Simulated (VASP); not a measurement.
# Be3CdS4 (Pmn2_1) in VASP: single point with PBE

Aim: the single point of Be3CdS4 with PBE.

Everything below comes from runs of VASP 6.6.1. Logs are shortened: lines on timing, memory, paths and dates and some standing lists are left out, and cuts for length are marked.

## Step 1: The cell of the first run

Symmetry: Pmn2_1, No. 31, orthorhombic system. The conventional cell has a = 7.283 Å, b = 6.239 Å, c = 5.941 Å, α = 90.00°, β = 90.00°, γ = 90.00°. Within 2.8 Å of Be (site symmetry m) lie 4 S at 2.11 to 2.15 Å. Be (site symmetry 1) has 4 S at 2.11 to 2.19 Å within 2.8 Å. Within 3.7 Å of Cd (site symmetry m) lie 5 S at 2.51 to 3.42 Å and 12 Be at 3.61 to 3.69 Å. S (site symmetry m) has 3 Be at 2.14 to 2.15 Å and 1 Cd at 2.52 Å within 2.8 Å. S (site symmetry 1) has 3 Be at 2.11 to 2.14 Å and 1 Cd at 2.51 Å within 2.8 Å. Within 2.8 Å of S (site symmetry m) lie 3 Be at 2.15 to 2.19 Å and 1 Cd at 2.52 Å.

## Step 2: Single point, PBE

Contents of INCAR:

```
SYSTEM = Be3CdS4
PREC = Accurate
ENCUT = 520
EDIFF = 1E-6
ISMEAR = 0
SIGMA = 0.15
LREAL = Auto
LASPH = .True.
NELM = 80
ALGO = Normal
ISIF = 2
LWAVE = .False.
LCHARG = .False.
GGA = PE
NBANDS = 56
```

Contents of KPOINTS:

```
regular mesh
0
Gamma
  2 2 2
  0 0 0
```

Contents of POSCAR:

```
Be3CdS4
1.0
    7.2830283754      0.0000000000      0.0000000000
    0.0000000000      6.2390521984      0.0000000000
    0.0000000000      0.0000000000      5.9409402718
Be Cd S
6 2 8
Direct
    0.5000000000      0.8158707442     -0.0004620598
    0.7493545618      0.3386667110     -0.0005119163
    0.2506454382      0.3386667110     -0.0005119163
    0.0000000000      0.1841292558      0.4995379402
    0.2493545618      0.6613332890      0.4994880837
    0.7506454382      0.6613332890      0.4994880837
    0.5000000000      0.1618121344      0.5032112401
    0.0000000000      0.8381878656      0.0032112401
    0.5000000000      0.7829184154      0.3572685529
    0.7781139440      0.3528588714      0.3568724957
    0.2218860560      0.3528588714      0.3568724957
    0.5000000000      0.1538929080      0.9272611079
    0.0000000000      0.2170815846      0.8572685529
    0.2781139440      0.6471411286      0.8568724957
    0.7218860560      0.6471411286      0.8568724957
    0.0000000000      0.8461070920      0.4272611079
```

Potentials or basis: VASP PAW PBE potentials, release 64 (Be, Cd, S).

On the command line:

```console
$ cat potpaw_PBE.64/Be/POTCAR potpaw_PBE.64/Cd/POTCAR potpaw_PBE.64/S/POTCAR > POTCAR
$ mpirun -np 1 vasp_std > vasp.out
```

OUTCAR:

```text
SYSTEM = Be3CdS4
   PREC = Accurate
   ENCUT = 520
   EDIFF = 1E-6
   ISMEAR = 0
   LREAL = Auto
   LASPH = .True.
   NELM = 80
   ISIF = 2
   GGA = PE

 ion  position               nearest neighbor table
   1  0.500  0.816  1.000-  14 2.11  15 2.11   9 2.14  12 2.15
   2  0.749  0.339  0.999-  15 2.11  10 2.14  13 2.15  12 2.19
   3  0.251  0.339  0.999-  14 2.11  11 2.14  13 2.15  12 2.19
   4  0.000  0.184  0.500-  10 2.11  11 2.11  13 2.14  16 2.15
   5  0.249  0.661  0.499-  11 2.11  14 2.14   9 2.15  16 2.19
   6  0.751  0.661  0.499-  10 2.11  15 2.14   9 2.15  16 2.19
[... 8 lines left out ...]
  15  0.722  0.647  0.857-   1 2.11   2 2.11   6 2.14   8 2.51
  16  0.000  0.846  0.427-   4 2.15   5 2.19   6 2.19   8 2.52

  LATTYP: Found a simple orthorhombic cell.
 ALAT       =     5.9409402718
 B/A-ratio  =     1.0501792499
 C/A-ratio  =     1.2259049986

  Lattice vectors:

 A1 = (   0.0000000000,   0.0000000000,  -5.9409402718)
 A2 = (   0.0000000000,   6.2390521984,   0.0000000000)
 A3 = (   7.2830283754,   0.0000000000,   0.0000000000)

Analysis of symmetry for initial positions (statically):
=====================================================================
 Subroutine PRICEL returns:
 Original cell was already a primitive cell.

 Routine SETGRP: Setting up the symmetry group for a
 simple orthorhombic supercell.

 Subroutine GETGRP returns: Found  4 space group operations
 (whereof  2 operations were pure point group operations)
 out of a pool of  8 trial point group operations.

The static configuration has the point symmetry C_1h.
 The point group associated with its full space group is C_2v.

Analysis of symmetry for dynamics (positions and initial velocities):
=====================================================================
 Subroutine PRICEL returns:
 Original cell was already a primitive cell.

 Routine SETGRP: Setting up the symmetry group for a
 simple orthorhombic supercell.

 Subroutine GETGRP returns: Found  4 space group operations
 (whereof  2 operations were pure point group operations)
 out of a pool of  8 trial point group operations.

The dynamic configuration has the point symmetry C_1h.
 The point group associated with its full space group is C_2v.

[... 104 lines left out ...]
   LNONCOLLINEAR =      F non collinear calculations
   LSORBIT =      F    spin-orbit coupling
   LASPH  =      T    aspherical Exc in radial PAW
   ENCUT  =  520.0 eV  38.22 Ry    6.18 a.u.  13.54 11.60 11.05*2*pi/ulx,y,z
   NELM   =     80;   NELMIN=  2; NELMDL= -5     # of ELM steps
   EDIFF  = 0.1E-05   stopping-criterion for ELM
   LREAL  =      T    real-space projection
   EDIFFG = 0.1E-04   stopping-criterion for IOM
   NSW    =      0    number of steps for IOM
[... 5 lines left out ...]
   TEBEG  =    0.0;   TEEND  =   0.0 temperature during run
   PSTRESS=    0.0 pullay stress
   NELECT =      84.0000    total number of electrons
   NUPDOWN=      -1.0000    fix difference up-down
   EMIN   =  10.00;   EMAX   =-10.00  energy-range for DOS
   EFERMI =   0.00;   METHOD = LEGACY
   ISMEAR =     0;   SIGMA  =   0.15  broadening in eV -4-tet -1-fermi 0-gaus
   EFERMI_NEDOS =   21; number of points for ismear=-14 and -15
   IALGO  =     38    algorithm
   IMIX   =      4    mixing-type and parameters
     AMIX     =   0.40;   BMIX     =  1.00
     AMIX_MAG =   1.60;   BMIX_MAG =  1.00
  volume/ion in A,a.u.               =      16.87       113.86
  Fermi-wavevector in a.u.,A,eV,Ry     =   1.109360  2.096387 16.744425  1.230680
  Thomas-Fermi vector in A             =   2.245899
   LORBIT       =      0    0 simple, 1 ext, 2 COOP (PROOUT), +10 PAW based schemes
   GGA     = PE    functional components
   LHFCALC =     F    Hartree Fock is set to
   AEXX    =    0.0000 exact exchange contribution
   IVDW    =     0    specifies the selected vdW correction
   LEPSILON=     F    determine dielectric tensor
   LRPA    =     F    only Hartree local field effects (RPA)
 non-spin polarized calculation
 Gauss-broadening in eV      SIGMA  =   0.15
  energy-cutoff  :      520.00
  volume of cell :      269.95
 maximum number of plane-waves:      7296
   NGX = 27   NGY = 23   NGZ = 23

 number of electron      83.9999988 magnetization

 Free energy of the ion-electron system (eV)
  ---------------------------------------------------
  ext. energy  EPLUGINS =         0.00000000
  ---------------------------------------------------
  free energy    TOTEN  =       -71.43231956 eV

  energy without entropy =      -71.43231956  energy(sigma->0) =      -71.43231956

 E-fermi :   3.9129     XC(G=0):  -9.5871

 val. band max:        3.2499519831   @ k =   0.0000   0.0000   0.0000
 cond. band min:       6.4765272688   @ k =   0.0000   0.0000   0.0000
 fundamental gap:      3.2265752857
 Fermi energy:         3.9128644232

 k-point     1 :       0.0000    0.0000    0.0000
  band No.  band energies     occupation
      1     -10.0736      2.00000
      2      -9.0178      2.00000
      3      -8.9100      2.00000
      4      -8.8200      2.00000
      5      -8.6969      2.00000
      6      -8.4681      2.00000
[... 445 lines left out ...]
     53       9.3076      0.00000
     54       9.3076      0.00000
 [bands above 54 left out]

------------------------ aborting loop because EDIFF is reached ----------------------------------------

  FORCE on cell =-STRESS in cart. coord.  units (eV):
  Direction    XX          YY          ZZ          XY          YZ          ZX
  --------------------------------------------------------------------------------------
  -------------------------------------------------------------------------------------
  Total        0.3100921      0.3910470      0.0419069      0.0000000      0.0000000      0.0000000
  in kB        1.8404141      2.3208854      0.2487198      0.0000000      0.0000000      0.0000000
  external PRESSURE =       1.4700064 kB  Pullay stress =       0.0000000 kB

 VOLUME and BASIS-vectors are now :
 -----------------------------------------------------------------------------
  energy-cutoff  :      520.00
  volume of cell :      269.95
      direct lattice vectors                 reciprocal lattice vectors
     7.283028375  0.000000000  0.000000000     0.137305520  0.000000000  0.000000000
     0.000000000  6.239052198  0.000000000     0.000000000  0.160280756  0.000000000
     0.000000000  0.000000000  5.940940272     0.000000000  0.000000000  0.168323524

 POSITION                                       TOTAL-FORCE (eV/Angst)
 -----------------------------------------------------------------------------------
      3.64151      5.09026      5.93820         0.000000     -0.030796     -0.032245
      5.45757      2.11296      5.93790         0.001545      0.015827     -0.018058
      1.82546      2.11296      5.93790        -0.001545      0.015827     -0.018058
      0.00000      1.14879      2.96773         0.000000      0.030796     -0.032245
      1.81606      4.12609      2.96743         0.001545     -0.015827     -0.018058
      5.46697      4.12609      2.96743        -0.001545     -0.015827     -0.018058
[... 8 lines left out ...]
      5.25752      4.03755      5.09063        -0.046837     -0.004936     -0.003298
      0.00000      5.27891      2.53833         0.000000     -0.006159     -0.004964
 -----------------------------------------------------------------------------------
    total drift:                                0.000000     -0.000000      0.008974

  FREE ENERGIE OF THE ION-ELECTRON SYSTEM (eV)
  ---------------------------------------------------
  free  energy   TOTEN  =       -71.4323195579 eV

  energy  without entropy=      -71.4323195579  energy(sigma->0) =      -71.43231956
```

OSZICAR:

```text
N       E                     dE             d eps       ncg     rms          rms(c)
DAV:   1     0.468513800897E+03    0.46851E+03   -0.37662E+04   896   0.134E+03
DAV:   2    -0.311396147579E+02   -0.49965E+03   -0.47829E+03  1040   0.280E+02
DAV:   3    -0.733122173769E+02   -0.42173E+02   -0.41856E+02  1088   0.860E+01
DAV:   4    -0.742499394895E+02   -0.93772E+00   -0.93345E+00  1112   0.140E+01
DAV:   5    -0.742740844030E+02   -0.24145E-01   -0.24123E-01  1104   0.218E+00    0.172E+01
DAV:   6    -0.717334325766E+02    0.25407E+01   -0.36522E+00  1296   0.198E+01    0.133E+01
DAV:   7    -0.714502903738E+02    0.28314E+00   -0.40508E+00  1088   0.818E+00    0.573E+00
DAV:   8    -0.714365043233E+02    0.13786E-01   -0.82439E-01  1032   0.670E+00    0.233E+00
DAV:   9    -0.714371713984E+02   -0.66708E-03   -0.11891E-01  1080   0.317E+00    0.659E-01
DAV:  10    -0.714320888385E+02    0.50826E-02   -0.15105E-02  1040   0.938E-01    0.224E-01
DAV:  11    -0.714321380766E+02   -0.49238E-04   -0.63405E-03  1088   0.414E-01    0.190E-01
DAV:  12    -0.714321343039E+02    0.37727E-05   -0.53092E-04  1088   0.138E-01    0.106E-01
DAV:  13    -0.714323228989E+02   -0.18860E-03   -0.33180E-04  1056   0.129E-01    0.639E-02
DAV:  14    -0.714323173997E+02    0.54992E-05   -0.96173E-05  1048   0.843E-02    0.135E-02
DAV:  15    -0.714323196673E+02   -0.22676E-05   -0.24332E-05  1088   0.224E-02    0.737E-03
DAV:  16    -0.714323195579E+02    0.10935E-06   -0.56159E-06   976   0.153E-02
   1 F= -.71432320E+02 E0= -.71432320E+02  d E =-.348434E-10
```

stdout:

```text
POSCAR found type information on POSCAR BeCdS
 POSCAR found :  3 types and      16 ions
 scaLAPACK will be used
 LDA part: xc-table for (Slater+PW92), standard interpolation
 POSCAR, INCAR and KPOINTS ok, starting setup
 FFT: planning ... GRIDC
 FFT: planning ... GRID_SOFT
 FFT: planning ... GRID
 WAVECAR not read
 entering main loop
```

Wall time 4.1 min (1 thread of AMD EPYC 7R13, shared host); peak memory 0.35 GiB.

What came out:

| Quantity | Value |
| --- | --- |
| Free energy | -71.4323 eV |
| Pressure | 0.1 GPa |
| Largest force | 0.073 eV/Å |
| Band gap on the k mesh | 3.23 eV |

Forces on the atoms (eV/Å):
```
Be   0.000 -0.031 -0.032
Be   0.002  0.016 -0.018
Be  -0.002  0.016 -0.018
Be   0.000  0.031 -0.032
Be   0.002 -0.016 -0.018
Be  -0.002 -0.016 -0.018
Cd   0.000 -0.012  0.072
Cd   0.000  0.012  0.072
S    0.000 -0.022  0.008
S    0.047  0.005 -0.003
S   -0.047  0.005 -0.003
S    0.000  0.006 -0.005
S    0.000  0.022  0.008
S    0.047 -0.005 -0.003
S   -0.047 -0.005 -0.003
S    0.000 -0.006 -0.005
```

Levels at points of the mesh, in eV from the valence-band top:
```csv
k point,band 39,band 40,band 41,band 42,band 43,band 44,band 45,band 46
"(0.00, 0.00, 0.00)",-0.38,-0.29,-0.17,0.00,3.23,3.71,3.99,4.44
"(0.50, 0.00, 0.00)",-0.73,-0.73,-0.63,-0.63,4.05,4.05,4.42,4.42
"(0.00, 0.50, 0.00)",-0.81,-0.74,-0.37,-0.29,3.39,3.72,4.27,4.28
"(0.50, 0.50, 0.00)",-1.13,-1.13,-0.59,-0.59,4.09,4.09,4.72,4.72
"(0.00, 0.00, 0.50)",-0.62,-0.62,-0.40,-0.40,3.67,3.67,4.41,4.41
"(0.50, 0.00, 0.50)",-1.11,-1.11,-0.53,-0.53,4.27,4.27,4.81,4.81
"(0.00, 0.50, 0.50)",-0.98,-0.98,-0.64,-0.64,3.78,3.78,4.08,4.08
"(0.50, 0.50, 0.50)",-0.98,-0.98,-0.80,-0.80,4.07,4.07,4.80,4.80
```

Caveat: the k points lie up to 0.53 Å⁻¹ apart. A k mesh can miss the band edges.
